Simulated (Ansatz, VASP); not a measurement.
**Two plane-wave programs on Mg2C**

The input INCAR:

```
ALGO = Normal ; EDIFF = 1E-6
ENCUT = 750 ; GGA = PE
GGA_COMPAT = False ; ISIF = 2
ISMEAR = -1 ; LASPH = True
LCHARG = False ; LREAL = False
LWAVE = False ; NBANDS = 19
NELM = 120 ; PREC = Accurate
SIGMA = 0.02
```

Contents of KPOINTS:

```
k-points
0
Gamma
  8 8 8
```

Contents of POSCAR:

```
Mg2C
1.0
    0.0000000000      2.6624167453      2.7109105964
    2.6624167453      0.0000000000      2.7109105964
    2.6624167453      2.6624167453      0.0000000000
C Mg
1 2
Direct
    0.0000000000      0.0000000000      0.0000000000
    0.2500000000      0.2500000000      0.2500000000
    0.7500000000      0.7500000000      0.7500000000
```

Input for Ansatz:

```yaml
crystal:
  lattice:
    - [0.0, 2.6624167453, 2.7109105964]
    - [2.6624167453, 0.0, 2.7109105964]
    - [2.6624167453, 2.6624167453, 0.0]
  atoms:
    - { symbol: C, position: [0.0, 0.0, 0.0] }
    - { symbol: Mg, position: [0.25, 0.25, 0.25] }
    - { symbol: Mg, position: [0.75, 0.75, 0.75] }
kpoints:
  mp_grid: { grid: [8, 8, 8] }
  band_path:
    path:
      - [0.0, 0.0, 0.0]
      - [0.5, 0.0, 0.5]
      - [0.625, 0.25, 0.625]
      - [0.375, 0.375, 0.75]
      - [0.5, 0.5, 0.5]
      - [0.5, 0.25, 0.75]
      - [0.075521, 0.075521, 0.151042]
      - [0.0, 0.5, 0.5]
    npoints: 1
hamiltonian:
  xc: pbe
scf:
  occupations: { method: fermi_dirac, width: 0.02 }
  n_extra_bands: 4
output:
  forces: true
  stress: true
  eigenvalues: true
  write_density: true
  write_potential: true
  elf: true
  volumetric_format: npy
```

Change from the starting cell: epitaxial_xy strain -1.8%.

Alike in both runs: task single point; functional PBE; k mesh 8 × 8 × 8; occupations fermi-dirac, width 0.02 eV; no spin polarisation.

```csv
,VASP,Ansatz
version,VASP 6.6.1,Ansatz 0.2.0
potentials or method,"VASP PAW PBE potentials, release 64 (C, Mg_sv)","plane waves, PAW"
plane-wave cutoff (eV),750,420
valence electrons in the cell,24,24
```

|  | VASP | Ansatz | Ansatz less VASP |
| --- | --- | --- | --- |
| pressure (GPa) | 5.1 | 5.8 | +0.67 |
| traceless stress, the component that is largest in VASP (GPa) | -3.63 | -3.64 | -0.006 |
